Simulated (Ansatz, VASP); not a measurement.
**SiO2: VASP beside Ansatz**

```xyz
6
Lattice="-2.5131 2.5131 3.6881 2.5131 -2.5131 3.6881 2.5131 2.5131 -3.6881" Properties=species:S:1:pos:R:3 pbc="T T T"
Si    0.0000    0.0000    0.0000
Si    0.0000    2.5131    1.8440
O     0.4634    1.2565    0.9220
O    -1.2565    2.0497    2.7660
O    -0.4634    3.7696    0.9220
O     1.2565    2.9765    2.7660
```

Alike in both runs: functional PBE; k mesh 6 × 6 × 6; occupations gaussian, width 0.02 eV; no spin polarisation.

Ansatz relaxed the structure, and its values are those at the end. VASP's run is a single point on that final structure, the one shown.

|  | VASP | Ansatz |
| --- | --- | --- |
| version | VASP 6.6.1 | Ansatz 0.2.0 |
| potentials or method | VASP PAW PBE potentials, release 64 (Si, O), cutoff 520 eV | scalar-relativistic, plane waves, PAW |
| valence electrons in the cell | 32 | 32 |

VASP gave:

| Quantity | Value |
| --- | --- |
| gap on the k mesh at the Fermi level (eV) | 5.73 |
| least direct gap on the mesh (eV) | 5.73 |
| pressure (GPa) | 0.1 |

Task: What did Ansatz give for the same quantities?

Result: gap on the k mesh at the Fermi level (eV): 5.74; least direct gap on the mesh (eV): 5.74; pressure (GPa): 0.0.
